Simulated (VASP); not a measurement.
Set up this calculation in VASP 6.6.1, as the native input.

* Task: relaxation of cell and atoms
* Functional: PBE
* Potentials or basis: VASP PAW PBE potentials, release 64 (Sn_d)
* Cutoff: 600 eV
* k mesh: 7 × 7 × 7
* Occupations: fermi-dirac, width 0.3 eV
* Spin: no spin polarisation
* Dipole correction: no
* Further INCAR settings: ALGO = Normal; EDIFF = 1e-06; IBRION = 2; EDIFFG = -0.1; NSW = 100; ISIF = 3

The structure of Sn lies in POSCAR:

```
Sn
1.0
    0.0000000000      3.2333400000      3.2333400000
    3.2333400000      0.0000000000      3.2333400000
    3.2333400000      3.2333400000      0.0000000000
Sn
2
Direct
    0.0000000000      0.0000000000      0.0000000000
    0.2500000000      0.2500000000      0.2500000000
```

The input as run:

INCAR

```
PREC = Accurate
ENCUT = 600
EDIFF = 1E-6
ISMEAR = -1
SIGMA = 0.3
LREAL = F
LASPH = T
NELM = 80
ALGO = Normal
ISIF = 3
LWAVE = F
LCHARG = F
GGA = PE
IBRION = 2
NSW = 100
EDIFFG = -0.1
```

KPOINTS

```
regular mesh
0
Gamma
  7 7 7
```

Potentials or basis: VASP PAW PBE potentials, release 64 (Sn_d).

Run with:

```console
$ cat potpaw_PBE.64/Sn_d/POTCAR > POTCAR
$ mpirun -np 1 vasp_std > vasp.out
```

Results of the run:

```
Relaxed volume                         : 37.22 Å³/atom
Relaxed cell                           : a = 4.722 Å, b = 4.722 Å, c = 4.722 Å, α = 60.00°, β = 60.00°, γ = 60.00°
Space group after relaxing (to 0.05 Å) : Fd-3m (No. 227)
Energy gained by relaxing              : 40.0 meV/atom
Ionic steps                            : 3
Pressure after relaxing                : 0.0 GPa
Band gap on the k mesh                 : zero (band 14 reaches 4.85 eV, above the bottom of band 15 at 4.64 eV)
```

Caveat: spin-orbit coupling is left out, which moves the levels of the heavy elements; the volume moved by +10 % from the deposited cell, more than functionals usually miss.

Wall time 76 s on 1 thread of Intel Xeon 6975P-C, on a shared host, peak memory 0.25 GiB.
